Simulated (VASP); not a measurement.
The system is K.

```
CELL_PARAMETERS angstrom
-2.69756 2.69756 2.69756
2.69756 -2.69756 2.69756
2.69756 2.69756 -2.69756
ATOMIC_POSITIONS crystal
K 0.00000 0.00000 0.00000
```

* Program: VASP 6.6.1
* Task: relaxation of cell and atoms
* Functional: PBE
* Potentials or basis: VASP PAW PBE potentials, release 64 (K_sv)
* Cutoff: 600 eV
* k mesh: 12 × 12 × 12
* Occupations: gaussian, width 0.1 eV
* Spin: no spin polarisation

At the start: pressure -0.2 GPa; volume 78.52 Å³/atom.

Task: How do energy, volume and symmetry change on relaxing?

Result: Over 6 steps the energy falls by 3.1 meV/atom and the volume is 73.71 Å³/atom (-6.1 %); space group Im-3m (No. 229, to 0.05 Å).

Step by step:
```tsv
step	energy change (eV)	largest force (eV/Å)	pressure (GPa)	volume (Å³)
1	0.0000	0.0000	-0.20	78.52
2	-0.0012	0.0000	-0.16	77.42
3	-0.0026	0.0000	-0.08	75.56
4	-0.0025	0.0000	0.11	71.91
5	-0.0031	0.0000	-0.01	73.97
6	-0.0031	0.0000	0.01	73.71
```

Final structure:
```cif
data_structure
_symmetry_space_group_name_H-M 'P 1'
_symmetry_Int_Tables_number 1
_cell_length_a 4.5749
_cell_length_b 4.5749
_cell_length_c 4.5749
_cell_angle_alpha 109.471
_cell_angle_beta 109.471
_cell_angle_gamma 109.471
_cell_volume 73.71
loop_
_atom_site_label
_atom_site_type_symbol
_atom_site_fract_x
_atom_site_fract_y
_atom_site_fract_z
_atom_site_occupancy
K1 K 0.00000 0.00000 0.00000 1
```
